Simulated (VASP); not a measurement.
Wanted: the native input for a VASP 6.6.1 run.

* Task: single point
* Functional: HSE06
* Potentials or basis: VASP PAW PBE potentials, release 64 (In_d, P)
* Cutoff: 520 eV
* k mesh: 6 × 6 × 6
* Occupations: gaussian, width 0.01 eV
* Spin: no spin polarisation
* Dipole correction: no
* Grid for exact exchange (PRECFOCK): Normal
* Further INCAR settings: ALGO = Normal; EDIFF = 1e-07; NBANDS = 16
* Share of exact exchange: 0.25
* Screening parameter: 0.2079 1/Å

InP:

```
In P
1.0
     0.00000    2.89471    2.89471
     2.89471    0.00000    2.89471
     2.89471    2.89471    0.00000
In P
1 1
Direct
  0.00000 0.00000 0.00000
  0.25000 0.25000 0.25000
```

This cell differs from its parent crystal: strain -2.0%.

The input as run:

POSCAR

```
InP
1.0
    0.0000000000      2.8947118821      2.8947118821
    2.8947118821      0.0000000000      2.8947118821
    2.8947118821      2.8947118821      0.0000000000
In P
1 1
Direct
    0.0000000000      0.0000000000      0.0000000000
    0.2500000000      0.2500000000      0.2500000000
```

INCAR.step1

```
  PREC = Accurate
  ENCUT = 520
  EDIFF = 1E-5
  ISMEAR = 0
  SIGMA = 0.01
  LREAL = False
  LASPH = True
  NELM = 80
  ALGO = Normal
  ISIF = 2
  LWAVE = True
  NBANDS = 16
  GGA = PE
```

INCAR.step2

```
  PREC = Accurate
  ENCUT = 520
  EDIFF = 1E-7
  ISMEAR = 0
  SIGMA = 0.01
  LREAL = False
  LASPH = True
  NELM = 80
  ALGO = Normal
  ISIF = 2
  LWAVE = False
  LCHARG = True
  GGA = PE
  LHFCALC = True
  HFSCREEN = 0.2079
  PRECFOCK = Normal
  LELF = True
  LVHAR = True
  NBANDS = 16
  ISTART = 1
```

KPOINTS

```
regular mesh
0
Gamma
  6 6 6
```

Potentials or basis: VASP PAW PBE potentials, release 64 (In_d, P).

Command:

```sh
$ cat potpaw_PBE.64/In_d/POTCAR potpaw_PBE.64/P/POTCAR > POTCAR
$ cp INCAR.step1 INCAR
$ mpirun -np 1 vasp_std > vasp.out
$ cp INCAR.step2 INCAR
$ mpirun -np 1 vasp_std > vasp.out
```

It gave:

| Quantity | Value |
| --- | --- |
| Pressure | 4.4 GPa |
| Band gap on the k mesh | 1.72 eV |

Caveat: the cell differs from its parent crystal (strain -2.0%); the cell stands under pressure; the PAW data sets were made with another functional, which shifts forces and pressure a little; spin-orbit coupling is left out, which moves the levels of the heavy elements.

It took 99 min on 1 thread of Intel Xeon 8259CL, with other jobs on the host, peak memory 0.3 GiB.
